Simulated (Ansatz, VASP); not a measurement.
**One calculation of BeSe5, two programs**

```
Be Se
1.0
     0.00000    3.98710    3.98710
     3.98710    0.00000    3.98710
     3.98710    3.98710    0.00000
Be Se
1 5
Cartesian
  5.9806 5.9806 5.9806
  2.9988 2.9988 0.9883
  0.9883 2.9988 2.9988
  0.9883 0.9883 0.9883
  2.9988 0.9883 2.9988
  3.9871 3.9871 3.9871
```

Change from the starting cell: species swapped into the Be5Fe type (F-43m, No. 216).

Alike in both runs: functional PBE; k mesh 8 × 8 × 8; occupations gaussian, width 0.1 eV; no spin polarisation.

Ansatz relaxed the structure, and its values are those at the end. VASP's run is a single point on that final structure, the one shown.

```csv
,VASP,Ansatz
version,VASP 6.6.1,Ansatz 0.2.0
potentials or method,"VASP PAW PBE potentials, release 64 (Be, Se), cutoff 520 eV","scalar-relativistic, plane waves, PAW"
valence electrons in the cell,32,82
```

```tsv
	VASP	Ansatz	Ansatz less VASP
gap on the k mesh at the Fermi level (eV)	none	none	-
pressure (GPa)	0.0	0.0	0.00
```

A gap of «none» marks a metal or a gap that the smearing closes. The functional is the same, so the differences come from potentials, cutoffs and numerics. VASP's potentials hold 32 valence electrons a cell and Ansatz's 82, so a difference there can come from the potentials and not from the codes.
